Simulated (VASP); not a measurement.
Input of a VASP 6.6.1 run:

Contents of INCAR:

```
ALGO = Normal ; EDIFF = 1E-6
EDIFFG = -0.01 ; ENCUT = 600
GGA = RE ; IBRION = 2
ISIF = 3 ; ISMEAR = -1
ISPIN = 2 ; IVDW = 13
LASPH = T ; LCHARG = F
LMAXMIX = 4 ; LORBIT = 11
LREAL = F ; LWAVE = F
MAGMOM = 1 ; NELM = 150
NSW = 60 ; PREC = Accurate
SIGMA = 0.05
```

Contents of KPOINTS:

```
k-points
0
Gamma
  13 13 13
```

File POSCAR:

```
Ni
1.0
   -1.3837154700      1.3837154700      1.3837154700
    1.3837154700     -1.3837154700      1.3837154700
    1.3837154700      1.3837154700     -1.3837154700
Ni
1
Direct
    0.0000000000      0.0000000000      0.0000000000
```

Potentials or basis: VASP PAW PBE potentials, release 64 (Ni).

The run is started by

```sh
$ cat potpaw_PBE.64/Ni/POTCAR > POTCAR
$ mpirun -np 1 vasp_std > vasp.out
```

Predict the relaxed volume.

10.59 Å³/atom.

Predict the space group after relaxing (to 0.05 Å).

Im-3m (No. 229).

Predict the dispersion energy per atom.

-0.808 eV.

Final structure:
```
Ni
1.0
    -1.38353    1.38353    1.38353
     1.38353   -1.38353    1.38353
     1.38353    1.38353   -1.38353
Ni
1
Direct
  0.00000 0.00000 0.00000
```

Caveat: the PAW data sets were made with another functional, which shifts forces and pressure a little; pairwise dispersion overbinds metals, which lowers pressure and volume.
